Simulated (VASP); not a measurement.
Here is a VASP 6.6.1 calculation.

Contents of INCAR:

```
SYSTEM = SiC
PREC = Accurate ; ENCUT = 520
EDIFF = 1E-7 ; ISMEAR = 0
SIGMA = 0.02 ; LREAL = .False.
LASPH = .True. ; NELM = 120
ALGO = Normal ; ISIF = 2
LWAVE = .False. ; LCHARG = .False.
GGA = PS ; IBRION = 2
NSW = 60 ; EDIFFG = -0.002
GGA_COMPAT = .False. ; NELMIN = 4
```

The input KPOINTS:

```
Automatic mesh
0
Gamma
  10 10 10
  0 0 0
```

Contents of POSCAR:

```
SiC
1.0
    0.0000000000      2.1838762586      2.1566458813
    2.1838762586      0.0000000000      2.1566458813
    2.1838762586      2.1838762586      0.0000000000
Si C
1 1
Direct
    0.0000000000      0.0000000000      0.0000000000
    0.2500000000      0.2500000000      0.2500000000
```

Potentials or basis: VASP PAW PBE potentials, release 64 (Si, C).

Command:

```sh
$ cat potpaw_PBE.64/Si/POTCAR potpaw_PBE.64/C/POTCAR > POTCAR
$ mpirun -np 1 vasp_std > vasp.out
```

Question: Predict the band gap on the k mesh.

Answer: 1.10 eV (least direct gap 4.43 eV).

Final structure:
```
Si C
1.0
     0.00000    2.18388    2.15665
     2.18388    0.00000    2.15665
     2.18388    2.18388    0.00000
Si C
1 1
Direct
  0.00000 0.00000 0.00000
  0.25000 0.25000 0.25000
```

Caveat: the cell differs from its parent crystal (strained cell). A k mesh can miss the band edges.
